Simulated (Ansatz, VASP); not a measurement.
LiMgBN2 in VASP and in Ansatz

POSCAR

```
LiMgBN2
1.0
   -1.8851031235      1.8851031235      4.4285207980
    1.8851031235     -1.8851031235      4.4285207980
    1.8851031235      1.8851031235     -4.4285207980
Li Mg B N
1 1 1 2
Direct
    0.2500000000      0.7500000000      0.5000000000
    0.7500000000      0.2500000000      0.5000000000
    0.5000000000      0.5000000000      0.0000000000
    0.6508939405      0.6508939405      0.0000000000
    0.3491060595      0.3491060595      0.0000000000
```

INCAR.step1

```
SYSTEM = LiMgBN2
ALGO = Normal
EDIFF = 1E-5
ENCUT = 520
GGA = PE
ISIF = 2
ISMEAR = 0
LASPH = .TRUE.
LCHARG = .FALSE.
LREAL = .FALSE.
LWAVE = .TRUE.
NBANDS = 17
NELM = 100
PREC = Accurate
SIGMA = 0.01
```

File INCAR.step2:

```
SYSTEM = LiMgBN2
AEXX = 0.1
ALGO = Normal
EDIFF = 1E-6
ENCUT = 520
GGA = PE
HFSCREEN = 0.3
ISIF = 2
ISMEAR = 0
ISTART = 1
LASPH = .TRUE.
LCHARG = .FALSE.
LHFCALC = .TRUE.
LREAL = .FALSE.
LWAVE = .FALSE.
NBANDS = 17
NELM = 100
PREC = Accurate
PRECFOCK = Fast
SIGMA = 0.01
```

File KPOINTS:

```
k-points
0
G
  4 4 4
  0 0 0
```

Input for Ansatz:

```yaml
crystal:
  lattice:
    - [-1.8851031235, 1.8851031235, 4.428520798]
    - [1.8851031235, -1.8851031235, 4.428520798]
    - [1.8851031235, 1.8851031235, -4.428520798]
  atoms:
    - { symbol: Li, position: [0.25, 0.75, 0.5] }
    - { symbol: Mg, position: [0.75, 0.25, 0.5] }
    - { symbol: B, position: [0.5, 0.5, 0.0] }
    - { symbol: "N", position: [0.6508939405, 0.6508939405, 0.0] }
    - { symbol: "N", position: [0.3491060595, 0.3491060595, 0.0] }
kpoints:
  mp_grid: { grid: [4, 4, 4] }
hamiltonian:
  xc: { exchange: pbe, correlation: pbe, exx: { coeff: 0.1, omega: 0.3 } }
scf:
  occupations: { method: fixed }
  n_extra_bands: 5
output:
  forces: true
  stress: true
  eigenvalues: true
```

Alike in both runs: task single point; functional PBE-based screened hybrid with a share of 0.1 of exact exchange and HFSCREEN = 0.3; k mesh 4 × 4 × 4; no spin polarisation.

|  | VASP | Ansatz |
| --- | --- | --- |
| version | VASP 6.6.1 | Ansatz 0.2.0 |
| potentials or method | VASP PAW PBE potentials, release 64 (Li_sv, Mg, B, N) | plane waves |
| plane-wave cutoff (eV) | 520 | 420 |
| occupations | gaussian, width 0.01 eV | fixed |
| valence electrons in the cell | 18 | 26 |

|  | VASP | Ansatz | Ansatz less VASP |
| --- | --- | --- | --- |
| gap on the k mesh at the Fermi level (eV) | 3.05 | 3.05 | +0.007 |
| rms of the force components (eV/Å) | 0.037 | 0.037 | +0.0003 |

VASP's potentials were made for PBE, not for PBE-based screened hybrid. Atom by atom the forces differ by 0.000 eV/Å (rms over components). VASP's potentials hold 18 valence electrons a cell and Ansatz's 26, so a difference there can come from the potentials and not from the codes. Ansatz's warnings: stress exchange threshold loose, stress scf threshold loose.

The k mesh is coarse, so the values compare programs but aren't converged. Noted on VASP's run: the cutoff is under 1.25 times that of the potentials, so the pressure is a little rough.
